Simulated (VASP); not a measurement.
**Al: electric field gradients with LDA**

The system is Al.

```
CELL_PARAMETERS angstrom
0.00000 2.02398 1.98350
2.02398 0.00000 1.98350
2.02398 2.02398 0.00000
ATOMIC_POSITIONS crystal
Al 0.00000 0.00000 0.00000
```

This cell differs from its parent crystal: zz strain of -2 %.

```
Program                : VASP 6.6.1
Task                   : electric field gradients
Functional             : LDA
Potentials or basis    : VASP PAW LDA potentials, release 64 (Al)
Cutoff                 : 520 eV
k mesh                 : 17 × 17 × 17
Occupations            : fermi-dirac, width 0.03 eV
Spin                   : no spin polarisation
Dipole correction      : no
Further INCAR settings : ALGO = Normal; EDIFF = 1e-08; NBANDS = 8
```

The pressure is -2.1 GPa.

Stress tensor (GPa, compression positive):
```
-2.66  0.00  0.00
 0.00 -2.66  0.00
 0.00  0.00 -1.04
```

Levels at points of the mesh, in eV from the Fermi level:
| k point | band 1 | band 2 | band 3 | band 4 | band 5 | band 6 |
| --- | --- | --- | --- | --- | --- | --- |
| (0.00, 0.00, 0.00) | -11.19 | 12.60 | 12.60 | 12.82 | 14.07 | 14.13 |

Electric field gradients, principal values (V/Å²):
```
atom  least  middle  greatest (by size)
1 Al  0.744   0.744              -1.488
```

Run time: 71 s on 1 thread of Intel Xeon 8259CL, on a shared host, peak memory 0.15 GiB.

Caveat: the cell differs from its parent crystal (zz strain of -2 %); without QUAD_EFG the Cq values of the log hold for a quadrupole moment of 1 mb, not for the nuclei.
